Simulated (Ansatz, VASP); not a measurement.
WSe2 in VASP and in Ansatz

```
CELL_PARAMETERS angstrom
3.29967 0.00000 0.00000
-1.64983 2.85760 0.00000
0.00000 0.00000 12.62275
ATOMIC_POSITIONS crystal
W 0.33333 0.66667 0.25000
W 0.66667 0.33333 0.75000
Se 0.66667 0.33333 0.38136
Se 0.66667 0.33333 0.11864
Se 0.33333 0.66667 0.88136
Se 0.33333 0.66667 0.61864
```

Change from the starting cell: uniaxial_z strain -4.0%.

Alike in both runs: task single point; functional PBE; k mesh 12 × 12 × 2; occupations fermi-dirac, width 0.02 eV; no spin polarisation.

|  | VASP | Ansatz |
| --- | --- | --- |
| version | VASP 6.6.1 | Ansatz 0.2.0 |
| potentials or method | VASP PAW PBE potentials, release 64 (W_sv, Se) | plane waves, PAW |
| plane-wave cutoff (eV) | 520 | 420 |
| valence electrons in the cell | 52 | 92 |

Ansatz gave:

| Property | Result |
| --- | --- |
| gap on the k mesh at the Fermi level (eV) | 0.85 |
| pressure (GPa) | 4.8 |
| traceless stress, the component that is largest in VASP (GPa) | 2.42 |
| rms of the force components (eV/Å) | 0.140 |

What did VASP give for the same quantities?

gap on the k mesh at the Fermi level (eV): 0.85; pressure (GPa): 5.1; traceless stress, the component that is largest in VASP (GPa): 2.50; rms of the force components (eV/Å): 0.164.

Atom by atom the forces differ by 0.024 eV/Å (rms over components). With one functional, cell and mesh, what is left measures potentials, basis and numerics. VASP's potentials hold 52 valence electrons a cell and Ansatz's 92, so a difference there can come from the potentials and not from the codes.

Neither program's run includes spin-orbit coupling.
